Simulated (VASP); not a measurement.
Here is a VASP 6.6.1 calculation.

File INCAR:

```
PREC = Accurate
ENCUT = 520
EDIFF = 1E-6
ISMEAR = -1
SIGMA = 0.1
LREAL = F
LASPH = T
NELM = 60
ALGO = Normal
ISIF = 2
LWAVE = F
LCHARG = F
GGA = PE
NBANDS = 21
```

The input KPOINTS:

```
Automatic mesh
0
Gamma
  10 10 10
```

Contents of POSCAR:

```
Sn
1.0
   -2.8934534773      2.8934534773      1.5795050596
    2.8934534773     -2.8934534773      1.5795050596
    2.8934534773      2.8934534773     -1.5795050596
Sn
2
Direct
    0.0000000000      0.0000000000      0.0000000000
    0.7500000000      0.2500000000      0.5000000000
```

Potentials or basis: VASP PAW PBE potentials, release 64 (Sn_d).

Command:

```bash
$ cat potpaw_PBE.64/Sn_d/POTCAR > POTCAR
$ mpirun -np 1 vasp_std > vasp.out
```

(1) Predict the pressure.

(2) What does it give for the band gap on the k mesh?

Answers

(1) 4.0 GPa.

(2) zero (bands 14 and 15 overlap by 4.01 eV).

Caveat: the cell stands under pressure; spin-orbit coupling is left out, which moves the levels of the heavy elements.
